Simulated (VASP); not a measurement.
# BePtBr (P4/nmm) in VASP: single point with r2SCAN

Aim: the single point of BePtBr with r2SCAN.

Program: VASP 6.6.1. These are calculated values, not measurements. Logs are shortened: lines on timing, memory, paths and dates and some standing lists are left out, and cuts for length are marked.

### Step 1. The cell of the first run

The structure is tetragonal, space group P4/nmm (No. 129). The conventional cell has a = 3.774 Å, b = 3.774 Å, c = 7.245 Å, α = 90.00°, β = 90.00°, γ = 90.00°. Within 3.0 Å of Be (site symmetry 4mm) lie 4 Pt at 2.29 Å. Br (site symmetry 4mm) has 5 Be at 3.05 to 3.18 Å and 8 Br at 3.17 to 3.77 Å and 4 Pt at 3.35 Å within 4.0 Å. Pt (site symmetry -4m2) has 4 Be at 2.29 Å and 4 Pt at 2.67 Å within 3.0 Å.

### Step 2. Single point, r2SCAN

POSCAR

```
BePtBr
1.0
    3.7743690000      0.0000000000      0.0000000000
    0.0000000000      3.7743690000      0.0000000000
    0.0000000000      0.0000000000      7.2454230000
Be Br Pt
2 2 2
Direct
    0.0000000000      0.5000000000      0.1789000000
    0.5000000000      0.0000000000      0.8211000000
    0.0000000000      0.5000000000      0.6183000000
    0.5000000000      0.0000000000      0.3817000000
    0.0000000000      0.0000000000      0.0000000000
    0.5000000000      0.5000000000      0.0000000000
```

INCAR.step1

```
  PREC = Accurate
  ENCUT = 520
  ISMEAR = -1
  SIGMA = 0.0235
  LREAL = F
  LASPH = T
  NELM = 60
  NBANDS = 28
  GGA = PE
  ALGO = Normal
  EDIFF = 1E-4
  LWAVE = T
  LCHARG = F
```

INCAR.step2

```
  PREC = Accurate
  ENCUT = 520
  EDIFF = 1E-6
  ISMEAR = -1
  SIGMA = 0.0235
  LREAL = F
  LASPH = T
  NELM = 60
  ALGO = Normal
  ISIF = 2
  LWAVE = F
  LCHARG = F
  METAGGA = R2SCAN
  LMIXTAU = T
  NBANDS = 28
  ISTART = 1
```

KPOINTS

```
regular mesh
0
Gamma
  9 9 5
```

Potentials or basis: VASP PAW PBE potentials, release 64 (Be, Br, Pt).

Run with:

```bash
cat potpaw_PBE.64/Be/POTCAR potpaw_PBE.64/Br/POTCAR potpaw_PBE.64/Pt/POTCAR > POTCAR
cp INCAR.step1 INCAR
mpirun -np 1 vasp_std > vasp.out
cp INCAR.step2 INCAR
mpirun -np 1 vasp_std > vasp.out
```

OUTCAR:

```text
PREC = Accurate
   ENCUT = 520
   EDIFF = 1E-6
   ISMEAR = -1
   LREAL = F
   LASPH = T
   NELM = 60
   ISIF = 2
   METAGGA = R2SCAN
   ISTART = 1

 ion  position               nearest neighbor table
   1  0.000  0.500  0.179-   5 2.29   6 2.29   5 2.29   6 2.29
   2  0.500  0.000  0.821-   5 2.29   6 2.29   6 2.29   5 2.29
   3  0.000  0.500  0.618-
   4  0.500  0.000  0.382-
   5  0.000  0.000  0.000-   1 2.29   2 2.29   1 2.29   2 2.29   6 2.67   6 2.67   6 2.67   6 2.67

   6  0.500  0.500  0.000-   1 2.29   2 2.29   2 2.29   1 2.29   5 2.67   5 2.67   5 2.67   5 2.67

  LATTYP: Found a simple tetragonal cell.
 ALAT       =     3.7743690000
 C/A-ratio  =     1.9196382230

  Lattice vectors:

 A1 = (   3.7743690000,   0.0000000000,   0.0000000000)
 A2 = (   0.0000000000,   3.7743690000,   0.0000000000)
 A3 = (   0.0000000000,   0.0000000000,   7.2454230000)

Analysis of symmetry for initial positions (statically):
=====================================================================
 Subroutine PRICEL returns:
 Original cell was already a primitive cell.

 Routine SETGRP: Setting up the symmetry group for a
 simple tetragonal supercell.

 Subroutine GETGRP returns: Found 16 space group operations
 (whereof  8 operations were pure point group operations)
 out of a pool of 16 trial point group operations.

The static configuration has the point symmetry D_2d.
 The point group associated with its full space group is D_4h.

Analysis of symmetry for dynamics (positions and initial velocities):
=====================================================================
 Subroutine PRICEL returns:
 Original cell was already a primitive cell.

 Routine SETGRP: Setting up the symmetry group for a
 simple tetragonal supercell.

 Subroutine GETGRP returns: Found 16 space group operations
 (whereof  8 operations were pure point group operations)
 out of a pool of 16 trial point group operations.

The dynamic configuration has the point symmetry D_2d.
 The point group associated with its full space group is D_4h.

 Subroutine INISYM returns: Found 16 space group operations
 (whereof  8 operations are pure point group operations),
 and found     1 'primitive' translations

----------------------------------------------------------------------------------------

                                     Primitive cell

  volume of cell :     103.2173

  direct lattice vectors                    reciprocal lattice vectors
[... 97 lines left out ...]
   EDIFFG = 0.1E-04   stopping-criterion for IOM
   NSW    =      0    number of steps for IOM
   IBRION =     -1    ionic relax: 0-MD 1-quasi-New 2-CG
   NFREE  =      0    steps in history (QN), initial steepest desc. (CG)
   ISIF   =      2    stress and relaxation
   ISYM   =      2    0-nonsym 1-usesym 2-fastsym
   POTIM  = 0.5000    time-step for ionic-motion
   TEBEG  =    0.0;   TEEND  =   0.0 temperature during run
   PSTRESS=    0.0 pullay stress
   NELECT =      38.0000    total number of electrons
   NUPDOWN=      -1.0000    fix difference up-down
   EMIN   =  10.00;   EMAX   =-10.00  energy-range for DOS
   EFERMI =   0.00;   METHOD = LEGACY
   ISMEAR =    -1;   SIGMA  =   0.02  broadening in eV -4-tet -1-fermi 0-gaus
   EFERMI_NEDOS =   21; number of points for ismear=-14 and -15
   IALGO  =     38    algorithm
   IMIX   =      4    mixing-type and parameters
     AMIX     =   0.40;   BMIX     =  1.00
     AMIX_MAG =   1.60;   BMIX_MAG =  1.00
  volume/ion in A,a.u.               =      17.20       116.09
  Fermi-wavevector in a.u.,A,eV,Ry     =   1.173326  2.217264 18.731045  1.376693
  Thomas-Fermi vector in A             =   2.309740
   LORBIT       =      0    0 simple, 1 ext, 2 COOP (PROOUT), +10 PAW based schemes
   METAGGA = R2SCAN    functional components
   LHFCALC =     F    Hartree Fock is set to
   AEXX    =    0.0000 exact exchange contribution
   IVDW    =     0    specifies the selected vdW correction
   LEPSILON=     F    determine dielectric tensor
   LRPA    =     F    only Hartree local field effects (RPA)
 non-spin polarized calculation
  energy-cutoff  :      520.00
  volume of cell :      103.22
 maximum number of plane-waves:      2799
   NGX = 15   NGY = 15   NGZ = 27

 number of electron      37.9999993 magnetization

 Free energy of the ion-electron system (eV)
  ---------------------------------------------------
  ext. energy  EPLUGINS =         0.00000000
  ---------------------------------------------------
  free energy    TOTEN  =      -138.80769577 eV

  energy without entropy =     -138.80481032  energy(sigma->0) =     -138.80625305

 E-fermi :   4.9926     XC(G=0): -11.1704

 val. band max:        4.9514995771   @ k =   0.3333   0.0000   0.0000
 cond. band min:       4.9983761973   @ k =   0.4444   0.4444   0.0000
 fundamental gap:      0.0468766202
 Fermi energy:         4.9926135100

 k-point     1 :       0.0000    0.0000    0.0000
  band No.  band energies     occupation
      1     -10.8240      2.00000
      2      -9.2722      2.00000
      3      -3.8712      2.00000
      4      -1.8939      2.00000
      5      -0.7503      2.00000
      6       0.4261      2.00000
[... 733 lines left out ...]
     27      14.5556      0.00000
     28      15.0426      0.00000

 [... further k-points ...]

------------------------ aborting loop because EDIFF is reached ----------------------------------------

  FORCE on cell =-STRESS in cart. coord.  units (eV):
  Direction    XX          YY          ZZ          XY          YZ          ZX
  --------------------------------------------------------------------------------------
  -------------------------------------------------------------------------------------
  Total        3.6194383      3.6194383      2.0104959      0.0000000      0.0000000      0.0000000
  in kB       56.1822722     56.1822722     31.2076674      0.0000000      0.0000000      0.0000000
  external PRESSURE =      47.8574039 kB  Pullay stress =       0.0000000 kB

 VOLUME and BASIS-vectors are now :
 -----------------------------------------------------------------------------
  energy-cutoff  :      520.00
  volume of cell :      103.22
      direct lattice vectors                 reciprocal lattice vectors
     3.774369000  0.000000000  0.000000000     0.264944948  0.000000000  0.000000000
     0.000000000  3.774369000  0.000000000     0.000000000  0.264944948  0.000000000
     0.000000000  0.000000000  7.245423000     0.000000000  0.000000000  0.138018167

 POSITION                                       TOTAL-FORCE (eV/Angst)
 -----------------------------------------------------------------------------------
      0.00000      1.88718      1.29621        -0.000000     -0.000000      0.344869
      1.88718      0.00000      5.94922        -0.000000      0.000000     -0.344869
      0.00000      1.88718      4.47985        -0.000000     -0.000000      1.161772
      1.88718      0.00000      2.76558         0.000000     -0.000000     -1.161772
      0.00000      0.00000      0.00000        -0.000000     -0.000000      0.000000
      1.88718      1.88718      0.00000        -0.000000      0.000000      0.000000
 -----------------------------------------------------------------------------------
    total drift:                                0.000000      0.000000     -0.000000

  FREE ENERGIE OF THE ION-ELECTRON SYSTEM (eV)
  ---------------------------------------------------
  free  energy   TOTEN  =      -138.8076957687 eV

  energy  without entropy=     -138.8048103236  energy(sigma->0) =     -138.80625305
```

OUTCAR.step1:

```text
PREC = Accurate
   ENCUT = 520
   ISMEAR = -1
   LREAL = F
   LASPH = T
[... 982 lines left out ...]
      0.00000      1.88718      4.47985        -0.000000     -0.000000      1.015542
      1.88718      0.00000      2.76558         0.000000      0.000000     -1.015542
      0.00000      0.00000      0.00000        -0.000000     -0.000000      0.000000
      1.88718      1.88718      0.00000        -0.000000      0.000000      0.000000
 -----------------------------------------------------------------------------------
    total drift:                                0.000000      0.000000     -0.000000

  FREE ENERGIE OF THE ION-ELECTRON SYSTEM (eV)
  ---------------------------------------------------
  free  energy   TOTEN  =       -23.2739001149 eV

  energy  without entropy=      -23.2710997221  energy(sigma->0) =      -23.27249992
```

OSZICAR.step1:

```text
N       E                     dE             d eps       ncg     rms          rms(c)
DAV:   1     0.205534069299E+03    0.20553E+03   -0.17333E+04  2528   0.121E+03
DAV:   2    -0.119012064068E+02   -0.21744E+03   -0.20667E+03  3088   0.245E+02
DAV:   3    -0.244360021608E+02   -0.12535E+02   -0.12218E+02  2964   0.606E+01
DAV:   4    -0.246112751472E+02   -0.17527E+00   -0.17499E+00  2884   0.810E+00
DAV:   5    -0.246138622763E+02   -0.25871E-02   -0.25865E-02  2968   0.102E+00    0.168E+01
DAV:   6    -0.237451532253E+02    0.86871E+00   -0.74030E+00  2920   0.168E+01    0.876E+00
DAV:   7    -0.233742388413E+02    0.37091E+00   -0.32973E+00  2784   0.102E+01    0.430E+00
DAV:   8    -0.232740596143E+02    0.10018E+00   -0.19271E-01  2784   0.304E+00    0.162E+00
DAV:   9    -0.232749372090E+02   -0.87759E-03   -0.54694E-02  2892   0.111E+00    0.355E-01
DAV:  10    -0.232740052994E+02    0.93191E-03   -0.18106E-03  2796   0.247E-01    0.186E-01
DAV:  11    -0.232738883846E+02    0.11691E-03   -0.89679E-04  2828   0.143E-01    0.287E-02
DAV:  12    -0.232739001149E+02   -0.11730E-04   -0.34579E-05  1636   0.317E-02
   1 F= -.23273900E+02 E0= -.23272500E+02  d E =-.280039E-02
```

Wall time 12 min (1 thread of AMD EPYC 7R13, shared host); peak memory 0.26 GiB.

What came out:

```yaml
Free_energy: -138.8077 eV
Pressure: 4.8 GPa
Largest_force: 1.162 eV/Å
Band_gap_on_the_k_mesh: zero (band 19 reaches 6.61 eV, above the bottom of band 20 at 4.53 eV)
```

Forces in eV/Å, atoms in the order of the input:
```
Be   0.000  0.000  0.345
Be   0.000  0.000 -0.345
Br   0.000  0.000  1.162
Br   0.000  0.000 -1.162
Pt   0.000  0.000  0.000
Pt   0.000  0.000  0.000
```

Stress tensor (GPa, compression positive):
```
5.62 0.00 0.00
0.00 5.62 0.00
0.00 0.00 3.12
```

Caveat: the PAW data sets were made with another functional, which shifts forces and pressure a little; spin-orbit coupling is left out, which moves the levels of the heavy elements.
